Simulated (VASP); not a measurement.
# Hf (Pm-3n) in VASP: a series of runs, part 3 of 3

VASP 6.6.1. The steps go on from the part before.

### Step 4. Relaxation of cell and atoms, PBE

This run uses another cell than the first one, of 22.38 Å³/atom.

File INCAR:

```
  PREC = Accurate
  ENCUT = 600
  EDIFF = 1E-6
  ISMEAR = -1
  SIGMA = 0.1
  LREAL = F
  LASPH = T
  NELM = 80
  ALGO = Normal
  ISIF = 3
  LWAVE = F
  LCHARG = F
  GGA = PE
  IBRION = 2
  NSW = 80
  EDIFFG = -0.01
```

File KPOINTS:

```
regular mesh
0
Gamma
  5 5 5
```

File POSCAR:

```
Hf
1.0
    5.6361846402      0.0000000000      0.0000000000
    0.0000000000      5.6361846402      0.0000000000
    0.0000000000      0.0000000000      5.6361846402
Hf
8
Direct
    0.0000000000      0.0000000000      0.0000000000
    0.5000000000      0.5000000000      0.5000000000
    0.2500000000      0.0000000000      0.5000000000
    0.7500000000      0.0000000000      0.5000000000
    0.5000000000      0.2500000000      0.0000000000
    0.5000000000      0.7500000000      0.0000000000
    0.0000000000      0.5000000000      0.2500000000
    0.0000000000      0.5000000000      0.7500000000
```

Potentials or basis: VASP PAW PBE potentials, release 64 (Hf_pv).

On the command line:

```
$ cat potpaw_PBE.64/Hf_pv/POTCAR > POTCAR
$ mpirun -np 1 vasp_std > vasp.out
```

OUTCAR:

```text
PREC = Accurate
   ENCUT = 600
   EDIFF = 1E-6
   ISMEAR = -1
   LREAL = F
   LASPH = T
   NELM = 80
   ISIF = 3
   GGA = PE
   IBRION = 2
   NSW = 80
   EDIFFG = -0.01

 ion  position               nearest neighbor table
   1  0.000  0.000  0.000-   3 3.15   4 3.15   5 3.15   6 3.15   7 3.15   8 3.15   3 3.15   4 3.15
                             7 3.15   8 3.15   5 3.15   6 3.15
   2  0.500  0.500  0.500-   3 3.15   4 3.15   5 3.15   6 3.15   7 3.15   8 3.15   5 3.15   6 3.15
                             3 3.15   4 3.15   7 3.15   8 3.15
   3  0.250  0.000  0.500-   4 2.82   4 2.82   1 3.15   1 3.15   2 3.15   2 3.15   8 3.45   5 3.45
                             5 3.45   6 3.45   6 3.45   7 3.45   8 3.45   7 3.45
   4  0.750  0.000  0.500-   3 2.82   3 2.82   1 3.15   1 3.15   2 3.15   2 3.15   8 3.45   5 3.45
                             5 3.45   6 3.45   6 3.45   7 3.45   8 3.45   7 3.45
   5  0.500  0.250  0.000-   6 2.82   6 2.82   1 3.15   2 3.15   2 3.15   1 3.15   8 3.45   4 3.45
                             3 3.45   4 3.45   3 3.45   7 3.45   7 3.45   8 3.45
   6  0.500  0.750  0.000-   5 2.82   5 2.82   1 3.15   2 3.15   2 3.15   1 3.15   8 3.45   4 3.45
                             3 3.45   4 3.45   3 3.45   7 3.45   7 3.45   8 3.45
   7  0.000  0.500  0.250-   8 2.82   8 2.82   1 3.15   2 3.15   1 3.15   2 3.15   3 3.45   4 3.45
                             5 3.45   3 3.45   4 3.45   6 3.45   5 3.45   6 3.45
   8  0.000  0.500  0.750-   7 2.82   7 2.82   1 3.15   2 3.15   1 3.15   2 3.15   3 3.45   4 3.45
                             5 3.45   3 3.45   4 3.45   6 3.45   5 3.45   6 3.45

  LATTYP: Found a simple cubic cell.
 ALAT       =     5.6361846402

  Lattice vectors:

 A1 = (   5.6361846402,   0.0000000000,   0.0000000000)
 A2 = (   0.0000000000,   5.6361846402,   0.0000000000)
 A3 = (   0.0000000000,   0.0000000000,   5.6361846402)

Analysis of symmetry for initial positions (statically):
=====================================================================
 Subroutine PRICEL returns:
 Original cell was already a primitive cell.

 Routine SETGRP: Setting up the symmetry group for a
 simple cubic supercell.

 Subroutine GETGRP returns: Found 48 space group operations
 (whereof 24 operations were pure point group operations)
 out of a pool of 48 trial point group operations.

The static configuration has the point symmetry T_h .
 The point group associated with its full space group is O_h .

Analysis of symmetry for dynamics (positions and initial velocities):
=====================================================================
 Subroutine PRICEL returns:
 Original cell was already a primitive cell.

 Routine SETGRP: Setting up the symmetry group for a
 simple cubic supercell.

 Subroutine GETGRP returns: Found 48 space group operations
 (whereof 24 operations were pure point group operations)
 out of a pool of 48 trial point group operations.

The dynamic configuration has the point symmetry T_h .
 The point group associated with its full space group is O_h .

 Subroutine INISYM returns: Found 48 space group operations
 (whereof 24 operations are pure point group operations),
 and found     1 'primitive' translations

----------------------------------------------------------------------------------------

                                     Primitive cell

  volume of cell :     179.0423

  direct lattice vectors                    reciprocal lattice vectors
     5.636184640  0.000000000  0.000000000     0.177424989  0.000000000  0.000000000
     0.000000000  5.636184640  0.000000000     0.000000000  0.177424989  0.000000000
     0.000000000  0.000000000  5.636184640     0.000000000  0.000000000  0.177424989

  length of vectors
     5.636184640  5.636184640  5.636184640     0.177424989  0.177424989  0.177424989

[... 45 lines left out ...]
 Found     10 irreducible k-points:

 Following reciprocal coordinates:
            Coordinates               Weight
  0.000000  0.000000  0.000000      1.000000
  0.200000  0.000000  0.000000      6.000000
  0.400000  0.000000  0.000000      6.000000
  0.200000  0.200000  0.000000     12.000000
  0.400000  0.200000  0.000000     24.000000
  0.400000  0.400000  0.000000     12.000000
  0.200000  0.200000  0.200000      8.000000
  0.400000  0.200000  0.200000     24.000000
  0.400000  0.400000  0.200000     24.000000
  0.400000  0.400000  0.400000      8.000000
   k-points           NKPTS =     10   k-points in BZ     NKDIM =     10   number of bands    NBANDS=     48
   number of dos      NEDOS =    301   number of ions     NIONS =      8
   total plane-waves  NPLWV = 110592
   dimension x,y,z NGX =    48 NGY =   48 NGZ =   48
   dimension x,y,z NGXF=    96 NGYF=   96 NGZF=   96
   ions per type =               8
   NGX,Y,Z   is equivalent  to a cutoff of  14.16, 14.16, 14.16 a.u.
   NGXF,Y,Z  is equivalent  to a cutoff of  28.32, 28.32, 28.32 a.u.
 SYSTEM =  unknown system
   PREC   = accura    normal or accurate (medium, high low for compatibility)
   ISTART =      0    job   : 0-new  1-cont  2-samecut
   ICHARG =      2    charge: 1-file 2-atom 10-const
   ISPIN  =      1    spin polarized calculation?
   LNONCOLLINEAR =      F non collinear calculations
   LSORBIT =      F    spin-orbit coupling
   LASPH  =      T    aspherical Exc in radial PAW
   ENCUT  =  600.0 eV  44.10 Ry    6.64 a.u.  11.26 11.26 11.26*2*pi/ulx,y,z
   NELM   =     80;   NELMIN=  2; NELMDL= -5     # of ELM steps
   EDIFF  = 0.1E-05   stopping-criterion for ELM
   LREAL  =      F    real-space projection
   EDIFFG = -.1E-01   stopping-criterion for IOM
   NSW    =     80    number of steps for IOM
   IBRION =      2    ionic relax: 0-MD 1-quasi-New 2-CG
   NFREE  =      1    steps in history (QN), initial steepest desc. (CG)
   ISIF   =      3    stress and relaxation
   ISYM   =      2    0-nonsym 1-usesym 2-fastsym
   POTIM  = 0.5000    time-step for ionic-motion
   TEBEG  =    0.0;   TEEND  =   0.0 temperature during run
   PSTRESS=    0.0 pullay stress
   NELECT =      80.0000    total number of electrons
   NUPDOWN=      -1.0000    fix difference up-down
   EMIN   =  10.00;   EMAX   =-10.00  energy-range for DOS
   EFERMI =   0.00;   METHOD = LEGACY
   ISMEAR =    -1;   SIGMA  =   0.10  broadening in eV -4-tet -1-fermi 0-gaus
   EFERMI_NEDOS =   21; number of points for ismear=-14 and -15
   IALGO  =     38    algorithm
   IMIX   =      4    mixing-type and parameters
     AMIX     =   0.40;   BMIX     =  1.00
     AMIX_MAG =   1.60;   BMIX_MAG =  1.00
  volume/ion in A,a.u.               =      22.38       151.03
  Fermi-wavevector in a.u.,A,eV,Ry     =   1.251564  2.365112 21.312324  1.566412
  Thomas-Fermi vector in A             =   2.385505
   LORBIT       =      0    0 simple, 1 ext, 2 COOP (PROOUT), +10 PAW based schemes
   GGA     = PE    functional components
   LHFCALC =     F    Hartree Fock is set to
   AEXX    =    0.0000 exact exchange contribution
   IVDW    =     0    specifies the selected vdW correction
   LEPSILON=     F    determine dielectric tensor
   LRPA    =     F    only Hartree local field effects (RPA)
 conjugate gradient relaxation of ions
 non-spin polarized calculation
  energy-cutoff  :      600.00
  volume of cell :      179.04
 maximum number of plane-waves:      6031
 NGX is ok and might be reduce to    48
   NGX = 23   NGY = 23   NGZ = 23

--------------------------------------- Ionic step        1  -------------------------------------------

 number of electron      79.9999998 magnetization

 Free energy of the ion-electron system (eV)
  ---------------------------------------------------
  ext. energy  EPLUGINS =         0.00000000
  ---------------------------------------------------
  free energy    TOTEN  =       -77.74519967 eV

  energy without entropy =      -77.16926949  energy(sigma->0) =      -77.45723458

------------------------ aborting loop because EDIFF is reached ----------------------------------------

  FORCE on cell =-STRESS in cart. coord.  units (eV):
  Direction    XX          YY          ZZ          XY          YZ          ZX
  --------------------------------------------------------------------------------------
  -------------------------------------------------------------------------------------
  Total        0.5917015      0.5917015      0.5917015     -0.0000000      0.0000000      0.0000000
  in kB        5.2948984      5.2948984      5.2948984     -0.0000000      0.0000000      0.0000000
  external PRESSURE =       5.2948984 kB  Pullay stress =       0.0000000 kB
[... 71 lines left out ...]
--------------------------------------- Ionic step        3  -------------------------------------------

 number of electron      79.9999995 magnetization

 Free energy of the ion-electron system (eV)
  ---------------------------------------------------
  ext. energy  EPLUGINS =         0.00000000
  ---------------------------------------------------
  free energy    TOTEN  =       -77.74680323 eV

  energy without entropy =      -77.16571587  energy(sigma->0) =      -77.45625955

 E-fermi :   4.3859     XC(G=0): -11.2422

 val. band max:        4.3671569647   @ k =   0.2000   0.2000   0.0000
 cond. band min:       4.3911802352   @ k =   0.4000   0.4000   0.2000
 fundamental gap:      0.0240232705
 Fermi energy:         4.3859104587

 k-point     1 :       0.0000    0.0000    0.0000
  band No.  band energies     occupation
      1     -26.2853      2.00000
      2     -26.2853      2.00000
      3     -26.1917      2.00000
      4     -26.0042      2.00000
      5     -26.0042      2.00000
      6     -26.0042      2.00000
[... 534 lines left out ...]
  FREE ENERGIE OF THE ION-ELECTRON SYSTEM (eV)
  ---------------------------------------------------
  free  energy   TOTEN  =       -77.7468032257 eV

  energy  without entropy=      -77.1657158651  energy(sigma->0) =      -77.45625955

 reached required accuracy - stopping structural energy minimisation
```

Run time: 4.4 min. Hardware: 1 thread of Intel Xeon 6455B, shared host; peak memory 0.37 GiB.

What came out:

```yaml
Free_energy: -77.7468 eV
Relaxed_volume: 22.50 Å³/atom
Relaxed_cell: a = 5.646 Å, b = 5.646 Å, c = 5.646 Å, α = 90.00°, β = 90.00°, γ = 90.00°
Space_group_after_relaxing_to_0.1_Å: Pm-3n (No. 223)
Energy_gained_by_relaxing: 0.2 meV/atom
Ionic_steps: 3
Pressure_after_relaxing: 0.0 GPa
Band_gap_on_the_k_mesh: zero (bands 40 and 41 overlap by 0.51 eV)
```

Step by step:
| step | energy change (eV) | largest force (eV/Å) | pressure (GPa) | volume (Å³) |
| --- | --- | --- | --- | --- |
| 1 | 0.0000 | 0.0000 | 0.53 | 179.04 |
| 2 | -0.0001 | 0.0000 | -0.51 | 180.97 |
| 3 | -0.0016 | 0.0000 | 0.01 | 180.02 |

Final structure:
```xyz
8
Lattice="5.6465 0.0000 0.0000 0.0000 5.6465 0.0000 0.0000 0.0000 5.6465" Properties=species:S:1:pos:R:3 pbc="T T T"
Hf    0.0000    0.0000    0.0000
Hf    2.8232    2.8232    2.8232
Hf    1.4116    0.0000    2.8232
Hf    4.2349    0.0000    2.8232
Hf    2.8232    1.4116    0.0000
Hf    2.8232    4.2349    0.0000
Hf    0.0000    2.8232    1.4116
Hf    0.0000    2.8232    4.2349
```

Caveat: spin-orbit coupling is left out, which moves the levels of the heavy elements.

### Step 5. Overview

```csv
task,cell,k mesh,cutoff (eV),gap on the mesh (eV),pressure (GPa)
single point,"a = 5.654 Å, 8 atoms",5 × 5 × 5,520,none,-0.4
single point,"a = 5.654 Å, 8 atoms",6 × 6 × 6,520,none,-0.4
relaxation of cell and atoms,"relaxed from a = 5.636 Å, 8 atoms",5 × 5 × 5,600,none,0.0
```

Alike in all rows: level PBE; potentials or basis VASP PAW PBE potentials, release 64 (Hf_pv); no spin polarisation; smearing fermi-dirac 0.1 eV.

Caveats: spin-orbit coupling is left out, which moves the levels of the heavy elements.

Total energies depend on the potentials used, so only differences within one code and one set of settings carry meaning.
